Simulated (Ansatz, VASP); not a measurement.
InP: VASP beside Ansatz

```
In P
1.0
     0.00000    2.93050    2.93050
     2.93050    0.00000    2.93050
     2.93050    2.93050    0.00000
In P
1 1
Direct
  0.00000 0.00000 0.00000
  0.25000 0.25000 0.25000
```

Alike in both runs: task relaxation of cell and atoms; functional PBEsol; k mesh 10 × 10 × 10; occupations gaussian, width 0.02 eV; no spin polarisation.

```csv
,VASP,Ansatz
version,VASP 6.6.1,Ansatz 0.2.0
potentials or method,"VASP PAW PBE potentials, release 64 (In_d, P)","scalar-relativistic, plane waves, PAW"
plane-wave cutoff (eV),600,420
valence electrons in the cell,18,18
```

Ansatz gave:

| Quantity | Value |
| --- | --- |
| gap on the k mesh at the Fermi level, each at its own relaxed structure (eV) | 0.57 |
| relaxed volume (Å³/atom) | 25.39 |
| relaxed length of the cell vector where the two differ most in proportion (Å) | 4.157 |

Problem. Which values does VASP return?

Solution. gap on the k mesh at the Fermi level, each at its own relaxed structure (eV): 0.57; relaxed volume (Å³/atom): 25.40; relaxed length of the cell vector where the two differ most in proportion (Å): 4.157.

VASP's potentials were made for PBE, not for PBEsol.
